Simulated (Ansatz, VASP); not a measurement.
## CaSe in VASP and in Ansatz

```
Ca Se
1.0
     0.02217    2.95600    2.95600
     2.97817    0.00000    2.97817
     2.95600    2.95600    0.02217
Ca Se
1 1
Direct
  0.00000 0.00000 0.00000
  0.50000 0.50000 0.50000
```

Change from the starting cell: strain +0.0150 x Voigt [0, 0, 0, 0, 1, 0], atoms carried along.

Alike in both runs: task single point; functional LDA; k mesh 8 × 8 × 8; occupations gaussian, width 0.05 eV; no spin polarisation.

```csv
,VASP,Ansatz
version,VASP 6.6.1,Ansatz 0.2.0
potentials or method,"VASP PAW LDA potentials, release 64 (Ca_sv, Se), cutoff 520 eV","scalar-relativistic, plane waves, PAW"
valence electrons in the cell,16,26
```

```csv
,VASP,Ansatz,Ansatz less VASP
gap on the k mesh at the Fermi level (eV),1.82,1.83,+0.017
least direct gap on the mesh (eV),2.74,2.76,+0.015
pressure (GPa),-2.9,-3.1,-0.22
"traceless stress, the component that is largest in VASP (GPa)",-0.42,-0.42,-0.003
```

LDA's correlation is that of Perdew and Zunger in VASP and of Perdew and Wang (1992) in Ansatz. VASP's potentials hold 16 valence electrons a cell and Ansatz's 26, so a difference there can come from the potentials and not from the codes.
